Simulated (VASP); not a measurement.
Runs of VASP 6.6.1 on Cu3N. The structure is that of space group Pm-3m (No. 221), or close to it. The cells are those of the table. 

```tsv
level	potentials or basis	cell	cutoff (eV)	gap on the mesh (eV)	pressure (GPa)
r2SCAN	VASP PAW PBE potentials, release 64 (Cu, N)	a = 3.785 Å, 4 atoms	660	0.25	(a)
PBE	VASP PAW PBE potentials, release 64 (Cu, N)	a = 3.827 Å, 4 atoms	600	0.25	0.8
PBEsol	VASP PAW PBE potentials, release 64 (Cu, N)	a = 3.764 Å, 4 atoms	600	-	(b)
LDA	VASP PAW LDA potentials, release 64 (Cu, N)	a = 3.719 Å, 4 atoms	600	none	1.2
```

Alike in all rows: task single point; no spin polarisation; k mesh 8 × 8 × 8; smearing fermi-dirac 0.1 eV.

**Question.** Estimate the missing entries.

**Answer.** (a) 0.9; (b) 0.7.

Caveats: the PAW data sets were made with another functional, which shifts forces and pressure a little (some runs).

A k mesh can miss the band edges.

A gap of «none» marks levels without a gap at the run's occupations.
